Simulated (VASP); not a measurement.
# GaP (F-43m) in VASP: notebook

Runs on GaP. Level: LDA. Tasks: single point.

Everything below comes from runs of VASP 6.6.1. Logs are shortened: lines on timing, memory, paths and dates and some standing lists are left out, and cuts for length are marked.

### Step 1. The cell of the first run

Symmetry: F-43m, No. 216, cubic system. The conventional cell has a = 5.391 Å, b = 5.391 Å, c = 5.391 Å, α = 90.00°, β = 90.00°, γ = 90.00°. Within 3.1 Å of Ga (site symmetry -43m) lie 4 P at 2.33 Å. Within 3.1 Å of P (site symmetry -43m) lie 4 Ga at 2.33 Å.

### Step 2. Single point, LDA

INCAR reads:

```
SYSTEM = GaP
PREC = Accurate ; ENCUT = 500
EDIFF = 1E-6 ; ISMEAR = 0
SIGMA = 0.02 ; LREAL = .False.
LASPH = .True. ; NELM = 120
ALGO = Normal ; ISIF = 2
LWAVE = .False. ; LCHARG = .False.
GGA = CA ; NBANDS = 16
GGA_COMPAT = .False.
```

KPOINTS reads:

```
Automatic mesh
0
Gamma
  8 8 8
  0 0 0
```

POSCAR reads:

```
GaP
1.0
    0.0000000000      2.6956551171      2.6956551171
    2.6956551171      0.0000000000      2.6956551171
    2.6956551171      2.6956551171      0.0000000000
Ga P
1 1
Direct
    0.0000000000      0.0000000000      0.0000000000
    0.7500000000      0.7500000000      0.7500000000
```

Potentials or basis: VASP PAW LDA potentials, release 64 (Ga_d, P).

On the command line:

```
> cat potpaw_LDA.64/Ga_d/POTCAR potpaw_LDA.64/P/POTCAR > POTCAR
> mpirun -np 1 vasp_std > vasp.out
```

OUTCAR:

```text
SYSTEM = GaP
   PREC = Accurate
   ENCUT = 500
   EDIFF = 1E-6
   ISMEAR = 0
   LREAL = .False.
   LASPH = .True.
   NELM = 120
   ISIF = 2
   GGA = CA

 ion  position               nearest neighbor table
   1  0.000  0.000  0.000-   2 2.33   2 2.33   2 2.33   2 2.33
   2  0.750  0.750  0.750-   1 2.33   1 2.33   1 2.33   1 2.33

  LATTYP: Found a face centered cubic cell.
 ALAT       =     5.3913102342

  Lattice vectors:

 A1 = (   0.0000000000,   2.6956551171,   2.6956551171)
 A2 = (   2.6956551171,   0.0000000000,   2.6956551171)
 A3 = (   2.6956551171,   2.6956551171,   0.0000000000)

Analysis of symmetry for initial positions (statically):
=====================================================================
 Subroutine PRICEL returns:
 Original cell was already a primitive cell.

 Routine SETGRP: Setting up the symmetry group for a
 face centered cubic supercell.

 Subroutine GETGRP returns: Found 24 space group operations
 (whereof 24 operations were pure point group operations)
 out of a pool of 48 trial point group operations.

The static configuration has the point symmetry T_d .

Analysis of symmetry for dynamics (positions and initial velocities):
=====================================================================
 Subroutine PRICEL returns:
 Original cell was already a primitive cell.

 Routine SETGRP: Setting up the symmetry group for a
 face centered cubic supercell.

 Subroutine GETGRP returns: Found 24 space group operations
 (whereof 24 operations were pure point group operations)
 out of a pool of 48 trial point group operations.

The dynamic configuration has the point symmetry T_d .

 Subroutine INISYM returns: Found 24 space group operations
 (whereof 24 operations are pure point group operations),
 and found     1 'primitive' translations

----------------------------------------------------------------------------------------

                                     Primitive cell

  volume of cell :      39.1763

  direct lattice vectors                    reciprocal lattice vectors
     0.000000000  2.695655117  2.695655117    -0.185483668  0.185483668  0.185483668
     2.695655117  0.000000000  2.695655117     0.185483668 -0.185483668  0.185483668
     2.695655117  2.695655117  0.000000000     0.185483668  0.185483668 -0.185483668

  length of vectors
     3.812232026  3.812232026  3.812232026     0.321267138  0.321267138  0.321267138

  position of ions in fractional coordinates (direct lattice)
     0.000000000  0.000000000  0.000000000
     0.750000000  0.750000000  0.750000000

  ion indices of the primitive-cell ions
   primitive index   ion index
                 1           1
                 2           2

----------------------------------------------------------------------------------------

 KPOINTS: Automatic mesh

Automatic generation of k-mesh.
 Grid dimensions read from file:
 generate k-points for:    8    8    8

 Generating k-lattice:

  Cartesian coordinates                     Fractional coordinates (reciprocal lattice)
    -0.023185459  0.023185459  0.023185459     0.125000000  0.000000000  0.000000000
     0.023185459 -0.023185459  0.023185459     0.000000000  0.125000000  0.000000000
     0.023185459  0.023185459 -0.023185459     0.000000000  0.000000000  0.125000000

  Length of vectors
     0.040158392  0.040158392  0.040158392

  Shift w.r.t. Gamma in fractional coordinates (k-lattice)
     0.000000000  0.000000000  0.000000000

 Subroutine IBZKPT returns following result:
 ===========================================

 Found     29 irreducible k-points:

 Following reciprocal coordinates:
            Coordinates               Weight
  0.000000  0.000000  0.000000      1.000000
  0.125000  0.000000  0.000000      8.000000
  0.250000  0.000000  0.000000      8.000000
  0.375000  0.000000  0.000000      8.000000
  0.500000  0.000000  0.000000      4.000000
  0.125000  0.125000  0.000000      6.000000
[... 16 lines left out ...]
  0.500000  0.250000  0.125000     48.000000
 -0.375000  0.250000  0.125000     24.000000
 [... further k-points ...]
   k-points           NKPTS =     29   k-points in BZ     NKDIM =     29   number of bands    NBANDS=     16
   number of dos      NEDOS =    301   number of ions     NIONS =      2
   total plane-waves  NPLWV =  21952
   dimension x,y,z NGX =    28 NGY =   28 NGZ =   28
   dimension x,y,z NGXF=    56 NGYF=   56 NGZF=   56
   ions per type =               1   1
   NGX,Y,Z   is equivalent  to a cutoff of  12.21, 12.21, 12.21 a.u.
   NGXF,Y,Z  is equivalent  to a cutoff of  24.42, 24.42, 24.42 a.u.
 SYSTEM =  GaP
   PREC   = accura    normal or accurate (medium, high low for compatibility)
   ISTART =      0    job   : 0-new  1-cont  2-samecut
   ICHARG =      2    charge: 1-file 2-atom 10-const
   ISPIN  =      1    spin polarized calculation?
   LNONCOLLINEAR =      F non collinear calculations
   LSORBIT =      F    spin-orbit coupling
   LASPH  =      T    aspherical Exc in radial PAW
   ENCUT  =  500.0 eV  36.75 Ry    6.06 a.u.   6.95  6.95  6.95*2*pi/ulx,y,z
   NELM   =    120;   NELMIN=  2; NELMDL= -5     # of ELM steps
   EDIFF  = 0.1E-05   stopping-criterion for ELM
   LREAL  =      F    real-space projection
   EDIFFG = 0.1E-04   stopping-criterion for IOM
   NSW    =      0    number of steps for IOM
   IBRION =     -1    ionic relax: 0-MD 1-quasi-New 2-CG
   NFREE  =      0    steps in history (QN), initial steepest desc. (CG)
   ISIF   =      2    stress and relaxation
   ISYM   =      2    0-nonsym 1-usesym 2-fastsym
   POTIM  = 0.5000    time-step for ionic-motion
   TEBEG  =    0.0;   TEEND  =   0.0 temperature during run
   PSTRESS=    0.0 pullay stress
   NELECT =      18.0000    total number of electrons
   NUPDOWN=      -1.0000    fix difference up-down
   EMIN   =  10.00;   EMAX   =-10.00  energy-range for DOS
   EFERMI =   0.00;   METHOD = LEGACY
   ISMEAR =     0;   SIGMA  =   0.02  broadening in eV -4-tet -1-fermi 0-gaus
   EFERMI_NEDOS =   21; number of points for ismear=-14 and -15
   IALGO  =     38    algorithm
   IMIX   =      4    mixing-type and parameters
     AMIX     =   0.40;   BMIX     =  1.00
     AMIX_MAG =   1.60;   BMIX_MAG =  1.00
  volume/ion in A,a.u.               =      19.59       132.19
  Fermi-wavevector in a.u.,A,eV,Ry     =   1.263256  2.387208 21.712388  1.595816
  Thomas-Fermi vector in A             =   2.396622
   LORBIT       =      0    0 simple, 1 ext, 2 COOP (PROOUT), +10 PAW based schemes
   GGA     = CA    functional components
   LHFCALC =     F    Hartree Fock is set to
   AEXX    =    0.0000 exact exchange contribution
   IVDW    =     0    specifies the selected vdW correction
   LEPSILON=     F    determine dielectric tensor
   LRPA    =     F    only Hartree local field effects (RPA)
 non-spin polarized calculation
 Gauss-broadening in eV      SIGMA  =   0.02
  energy-cutoff  :      500.00
  volume of cell :       39.18
 maximum number of plane-waves:      1006
   NGX = 13   NGY = 13   NGZ = 13

 number of electron      17.9999998 magnetization

 Free energy of the ion-electron system (eV)
  ---------------------------------------------------
  ext. energy  EPLUGINS =         0.00000000
  ---------------------------------------------------
  free energy    TOTEN  =       -10.45066246 eV

  energy without entropy =      -10.45066246  energy(sigma->0) =      -10.45066246

 E-fermi :   4.9422     XC(G=0): -10.3108

 val. band max:        4.8485040918   @ k =   0.0000   0.0000   0.0000
 cond. band min:       6.2781266017   @ k =   0.5000   0.5000   0.0000
 fundamental gap:      1.4296225099
 Fermi energy:         4.9422145608

 k-point     1 :       0.0000    0.0000    0.0000
  band No.  band energies     occupation
      1      -9.9174      2.00000
      2      -9.9174      2.00000
      3      -9.9174      2.00000
      4      -9.8090      2.00000
      5      -9.8090      2.00000
      6      -7.9120      2.00000
[... 8 lines left out ...]
     15      14.6926      0.00000
     16      14.6926      0.00000

 k-point     2 :       0.1250    0.0000    0.0000
  band No.  band energies     occupation
      1      -9.9320      2.00000
      2      -9.9122      2.00000
      3      -9.9122      2.00000
      4      -9.8091      2.00000
      5      -9.8091      2.00000
      6      -7.7009      2.00000
[... 8 lines left out ...]
     15      14.0101      0.00000
     16      14.4240      0.00000

 k-point     3 :       0.2500    0.0000    0.0000
  band No.  band energies     occupation
      1      -9.9638      2.00000
      2      -9.9013      2.00000
      3      -9.9013      2.00000
      4      -9.8077      2.00000
      5      -9.8077      2.00000
      6      -7.1006      2.00000
[... 8 lines left out ...]
     15      13.8109      0.00000
     16      14.6123      0.00000

 k-point     4 :       0.3750    0.0000    0.0000
  band No.  band energies     occupation
      1      -9.9925      2.00000
      2      -9.8930      2.00000
      3      -9.8930      2.00000
      4      -9.8036      2.00000
      5      -9.8036      2.00000
      6      -6.2524      2.00000
[... 8 lines left out ...]
     15      15.0519      0.00000
     16      15.0519      0.00000
[... 324 lines left out ...]
 k-point    22 :       0.3750    0.2500    0.1250
  band No.  band energies     occupation
      1      -9.9879      2.00000
      2      -9.8883      2.00000
      3      -9.8839      2.00000
      4      -9.8214      2.00000
      5      -9.7991      2.00000
      6      -6.5890      2.00000
[... 8 lines left out ...]
     15      16.0347      0.00000
     16      17.2619      0.00000

 k-point    23 :       0.5000    0.2500    0.1250
  band No.  band energies     occupation
      1     -10.0037      2.00000
      2      -9.8846      2.00000
      3      -9.8738      2.00000
      4      -9.8191      2.00000
      5      -9.7992      2.00000
      6      -5.7861      2.00000
[... 8 lines left out ...]
     15      16.4116      0.00000
     16      17.7204      0.00000

 k-point    24 :      -0.3750    0.2500    0.1250
  band No.  band energies     occupation
      1     -10.0095      2.00000
      2      -9.8841      2.00000
      3      -9.8703      2.00000
      4      -9.8151      2.00000
      5      -9.8011      2.00000
      6      -5.2877      2.00000
[... 8 lines left out ...]
     15      16.8443      0.00000
     16      17.4333      0.00000

 [... further k-points ...]
[... 5 lines left out ...]
  --------------------------------------------------------------------------------------
  -------------------------------------------------------------------------------------
  Total        0.0178535      0.0178535      0.0178535     -0.0000000      0.0000000     -0.0000000
  in kB        0.7301467      0.7301467      0.7301467     -0.0000000      0.0000000     -0.0000000
  external PRESSURE =       0.7301467 kB  Pullay stress =       0.0000000 kB

 VOLUME and BASIS-vectors are now :
 -----------------------------------------------------------------------------
  energy-cutoff  :      500.00
  volume of cell :       39.18
      direct lattice vectors                 reciprocal lattice vectors
     0.000000000  2.695655117  2.695655117    -0.185483668  0.185483668  0.185483668
     2.695655117  0.000000000  2.695655117     0.185483668 -0.185483668  0.185483668
     2.695655117  2.695655117  0.000000000     0.185483668  0.185483668 -0.185483668

 POSITION                                       TOTAL-FORCE (eV/Angst)
 -----------------------------------------------------------------------------------
      0.00000      0.00000      0.00000        -0.000000     -0.000000     -0.000000
      4.04348      4.04348      4.04348         0.000000      0.000000      0.000000
 -----------------------------------------------------------------------------------
    total drift:                               -0.000000     -0.000000     -0.000000

  FREE ENERGIE OF THE ION-ELECTRON SYSTEM (eV)
  ---------------------------------------------------
  free  energy   TOTEN  =       -10.4506624605 eV

  energy  without entropy=      -10.4506624605  energy(sigma->0) =      -10.45066246
```

It took 12 s on 1 thread of AMD EPYC 7R13 (Zen 3), shared host; peak memory 0.12 GiB.

Results:

```yaml
Free_energy: -10.4507 eV
Pressure: 0.1 GPa
Band_gap_on_the_k_mesh: 1.43 eV, indirect (least direct gap 1.91 eV)
```

Levels at points of the mesh, in eV from the valence-band top:
```
           k point  band 7  band 8  band 9  band 10  band 11  band 12
(0.00, 0.00, 0.00)    0.00    0.00    0.00     1.91     3.78     3.78
(0.50, 0.00, 0.00)   -6.90   -1.18   -1.18     1.62     4.62     4.62
(0.50, 0.50, 0.00)   -7.00   -2.82   -2.82     1.43     1.65    10.70
```

A k mesh can miss the band edges. Expect the measured gap to be larger: semilocal functionals such as LDA lack the derivative discontinuity.

### Step 3. Single point, LDA

INCAR reads:

```
ALGO = Normal
EDIFF = 1E-6
ENCUT = 500
GGA = CA
GGA_COMPAT = F
ISIF = 2
ISMEAR = -1
LASPH = T
LCHARG = T
LELF = T
LREAL = F
LVHAR = T
LWAVE = F
NBANDS = 16
NELM = 120
PREC = Accurate
SIGMA = 0.02
```

KPOINTS reads:

```
k-points
0
Gamma
  8 8 8
```

POSCAR is that of step 2.

Potentials or basis: VASP PAW LDA potentials, release 64 (Ga_d, P).

On the command line:

```
> cat potpaw_LDA.64/Ga_d/POTCAR potpaw_LDA.64/P/POTCAR > POTCAR
> mpirun -np 1 vasp_std > vasp.out
```

OUTCAR:

```text
EDIFF = 1E-6
   ENCUT = 500
   GGA = CA
   ISIF = 2
   ISMEAR = -1
   LASPH = T
   LREAL = F
   NELM = 120
   PREC = Accurate

 ion  position               nearest neighbor table
   1  0.000  0.000  0.000-   2 2.33   2 2.33   2 2.33   2 2.33
   2  0.750  0.750  0.750-   1 2.33   1 2.33   1 2.33   1 2.33

  LATTYP: Found a face centered cubic cell.
 ALAT       =     5.3913102342

  Lattice vectors:

 A1 = (   0.0000000000,   2.6956551171,   2.6956551171)
 A2 = (   2.6956551171,   0.0000000000,   2.6956551171)
 A3 = (   2.6956551171,   2.6956551171,   0.0000000000)

Analysis of symmetry for initial positions (statically):
=====================================================================
 Subroutine PRICEL returns:
 Original cell was already a primitive cell.

 Routine SETGRP: Setting up the symmetry group for a
 face centered cubic supercell.

 Subroutine GETGRP returns: Found 24 space group operations
 (whereof 24 operations were pure point group operations)
 out of a pool of 48 trial point group operations.

[... 152 lines left out ...]

 Free energy of the ion-electron system (eV)
  ---------------------------------------------------
  ext. energy  EPLUGINS =         0.00000000
  ---------------------------------------------------
  free energy    TOTEN  =       -10.45066246 eV

  energy without entropy =      -10.45066246  energy(sigma->0) =      -10.45066246

 E-fermi :   5.2473     XC(G=0): -10.3108

 val. band max:        4.8485040918   @ k =   0.0000   0.0000   0.0000
 cond. band min:       6.2781266018   @ k =   0.5000   0.5000   0.0000
 fundamental gap:      1.4296225099
 Fermi energy:         5.2472551221

 k-point     1 :       0.0000    0.0000    0.0000
  band No.  band energies     occupation
      1      -9.9174      2.00000
      2      -9.9174      2.00000
      3      -9.9174      2.00000
      4      -9.8090      2.00000
      5      -9.8090      2.00000
      6      -7.9120      2.00000
[... 433 lines left out ...]
      3      -9.8703      2.00000
      4      -9.8151      2.00000
      5      -9.8011      2.00000
      6      -5.2877      2.00000
[... 8 lines left out ...]
     15      16.8443      0.00000
     16      17.4333      0.00000

 [... further k-points ...]
[... 5 lines left out ...]
  --------------------------------------------------------------------------------------
  -------------------------------------------------------------------------------------
  Total        0.0178535      0.0178535      0.0178535      0.0000000      0.0000000     -0.0000000
  in kB        0.7301467      0.7301467      0.7301467      0.0000000      0.0000000     -0.0000000
  external PRESSURE =       0.7301467 kB  Pullay stress =       0.0000000 kB

 VOLUME and BASIS-vectors are now :
 -----------------------------------------------------------------------------
  energy-cutoff  :      500.00
  volume of cell :       39.18
      direct lattice vectors                 reciprocal lattice vectors
     0.000000000  2.695655117  2.695655117    -0.185483668  0.185483668  0.185483668
     2.695655117  0.000000000  2.695655117     0.185483668 -0.185483668  0.185483668
     2.695655117  2.695655117  0.000000000     0.185483668  0.185483668 -0.185483668

 POSITION                                       TOTAL-FORCE (eV/Angst)
 -----------------------------------------------------------------------------------
      0.00000      0.00000      0.00000        -0.000000     -0.000000     -0.000000
      4.04348      4.04348      4.04348         0.000000      0.000000      0.000000
 -----------------------------------------------------------------------------------
    total drift:                               -0.000000     -0.000000     -0.000000

  FREE ENERGIE OF THE ION-ELECTRON SYSTEM (eV)
  ---------------------------------------------------
  free  energy   TOTEN  =       -10.4506624607 eV

  energy  without entropy=      -10.4506624607  energy(sigma->0) =      -10.45066246
```

OSZICAR:

```text
N       E                     dE             d eps       ncg     rms          rms(c)
DAV:   1     0.791873460986E+02    0.79187E+02   -0.88156E+03   952   0.160E+03
DAV:   2    -0.449001360520E+01   -0.83677E+02   -0.80107E+02  1024   0.312E+02
DAV:   3    -0.106831190895E+02   -0.61931E+01   -0.61712E+01  1136   0.658E+01
DAV:   4    -0.107831287218E+02   -0.10001E+00   -0.99981E-01  1176   0.892E+00
DAV:   5    -0.107850417268E+02   -0.19130E-02   -0.19130E-02  1152   0.111E+00    0.449E+00
DAV:   6    -0.105061388319E+02    0.27890E+00   -0.36637E-01  1464   0.106E+01    0.290E+00
DAV:   7    -0.104553969538E+02    0.50742E-01   -0.89688E-02  1224   0.211E+00    0.108E+00
DAV:   8    -0.104507005209E+02    0.46964E-02   -0.11779E-02  1120   0.120E+00    0.211E-01
DAV:   9    -0.104506580172E+02    0.42504E-04   -0.10120E-03  1352   0.407E-01    0.625E-02
DAV:  10    -0.104506565422E+02    0.14750E-05   -0.55954E-05  1432   0.894E-02    0.265E-02
DAV:  11    -0.104506627240E+02   -0.61818E-05   -0.98170E-06  1168   0.457E-02    0.836E-03
DAV:  12    -0.104506624607E+02    0.26333E-06   -0.50119E-07   808   0.817E-03
   1 F= -.10450662E+02 E0= -.10450662E+02  d E =-.107667E-10
```

It took 11 s on 1 thread of AMD EPYC 7R13 (Zen 3), shared host; peak memory 0.12 GiB.

What came out:

```
Free energy            : -10.4507 eV
Pressure               : 0.1 GPa
Band gap on the k mesh : 1.43 eV, indirect (least direct gap 1.91 eV)
```

A k mesh can miss the band edges. Expect the measured gap to be larger: semilocal functionals such as LDA lack the derivative discontinuity.
